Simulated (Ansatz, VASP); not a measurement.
# Two plane-wave programs on Ta

INCAR

```
PREC     = Accurate       # precision mode
ENCUT    = 520            # plane-wave cutoff, eV
EDIFF    = 1E-6           # SCF threshold, eV
ISMEAR   = -1             # smearing method
SIGMA    = 0.1            # smearing width, eV
LREAL    = F              # projectors in reciprocal space
LASPH    = T              # aspherical terms in the spheres
NELM     = 60             # most SCF steps
ALGO     = Normal         # electronic algorithm
ISIF     = 2              # what is computed and relaxed
LWAVE    = F              # write WAVECAR
LCHARG   = T              # write CHGCAR
GGA      = PE             # functional
LELF     = T              # ELF
LVHAR    = T            
NBANDS   = 24             # bands
```

The input KPOINTS:

```
regular mesh
0
Gamma
  9 9 13
```

File POSCAR:

```
Ta
1.0
    4.7980927742      0.0000000000      0.0000000000
   -2.3990463871      4.1552702322      0.0000000000
    0.0000000000      0.0000000000      2.6939008959
Ta
3
Direct
    1.0000000000      1.0000000000      0.0000000000
    0.3333333333      0.6666666667      0.5000000000
    0.6666666667      0.3333333333      0.5000000000
```

Input for Ansatz:

```yaml
crystal:
  lattice:
    - [4.7980927742, 0.0, 0.0]
    - [-2.3990463871, 4.1552702322, 0.0]
    - [0.0, 0.0, 2.6939008959]
  atoms:
    - { symbol: Ta, position: [1.0, 1.0, 0.0] }
    - { symbol: Ta, position: [0.3333333333, 0.6666666667, 0.5] }
    - { symbol: Ta, position: [0.6666666667, 0.3333333333, 0.5] }
hamiltonian:
  xc: pbe
  pseudopotentials:
    kind: paw
    azcp:
      Ta: "pseudopotentials/Ta.paw.azcp"
basis:
  ecutwfc: 420
  fft_grid_basis: typed
kpoints:
  mp_grid: { grid: [9, 9, 13], shift: [0, 0, 0] }
magnetization:
  spin_polarized: false
scf:
  occupations: { method: fermi_dirac, width: 0.1 }
  lower_state_search: "off"
output:
  stress: true
```

Alike in both runs: task single point; functional PBE; k mesh 9 × 9 × 13; occupations fermi-dirac, width 0.1 eV; no spin polarisation.

```csv
,VASP,Ansatz
version,VASP 6.6.1,Ansatz 0.2.0
potentials or method,"VASP PAW PBE potentials, release 64 (Ta_pv), cutoff 520 eV","plane waves (420 eV) with PAW, scalar-relativistic"
valence electrons in the cell,33,39
```

|  | VASP | Ansatz | Ansatz less VASP |
| --- | --- | --- | --- |
| pressure (GPa) | 8.3 | 8.1 | -0.18 |
| traceless stress, the component that is largest in VASP (GPa) | 0.46 | 0.39 | -0.070 |

The functional is the same, so the differences come from potentials, cutoffs and numerics. VASP's potentials hold 33 valence electrons a cell and Ansatz's 39, so a difference there can come from the potentials and not from the codes.

Neither program's run includes spin-orbit coupling.
